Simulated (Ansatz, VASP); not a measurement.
Rh in VASP and in Ansatz

File INCAR:

```
SYSTEM = Rh
  PREC = Accurate
  ENCUT = 520
  EDIFF = 1E-6
  ISMEAR = -1
  SIGMA = 0.05
  LREAL = .FALSE.
  LASPH = .TRUE.
  NELM = 80
  ALGO = Normal
  ISIF = 2
  LWAVE = .FALSE.
  LCHARG = .FALSE.
  GGA = CA
  NBANDS = 14
```

The input KPOINTS:

```
Automatic mesh
0
G
  17 17 17
  0 0 0
```

POSCAR

```
Rh
1.0
    0.0000000000      1.6504199311      1.6504199311
    1.6504199311      0.0000000000      1.6504199311
    1.6504199311      1.6504199311      0.0000000000
Rh
1
Direct
    0.0000000000      0.0000000000      0.0000000000
```

Input for Ansatz:

```yaml
crystal:
  lattice:
    - [0.0, 1.6504199311, 1.6504199311]
    - [1.6504199311, 0.0, 1.6504199311]
    - [1.6504199311, 1.6504199311, 0.0]
  atoms:
    - { symbol: Rh, position: [0.0, 0.0, 0.0] }
kpoints:
  mp_grid: { grid: [17, 17, 17] }
scf:
  occupations: { method: fermi_dirac, width: 0.05 }
hamiltonian:
  xc: lda
  pseudopotentials: { kind: all_electron, lapw: { basis_error: 0.001 } }
output:
  forces: true
  stress: true
  eigenvalues: true
  populations: true
```

Change from the starting cell: volume scaled by 0.68, LAPW.

Alike in both runs: task single point; functional LDA; k mesh 17 × 17 × 17; occupations fermi-dirac, width 0.05 eV; no spin polarisation.

|  | VASP | Ansatz |
| --- | --- | --- |
| version | VASP 6.6.1 | Ansatz 0.2.0 |
| potentials or method | VASP PAW LDA potentials, release 64 (Rh_pv), cutoff 520 eV | all-electron LAPW, scalar-relativistic |

```csv
,VASP,Ansatz,Ansatz less VASP
pressure (GPa),320.1,314.4,-5.63
```

LDA's correlation is that of Perdew and Zunger in VASP and of Perdew and Wang (1992) in Ansatz. Both programs put the cell under a high pressure, so it lies far from rest at this level. Ansatz ran all-electron here, and VASP with PAW potentials.

Noted on VASP's run: the cell as given lies far from equilibrium.
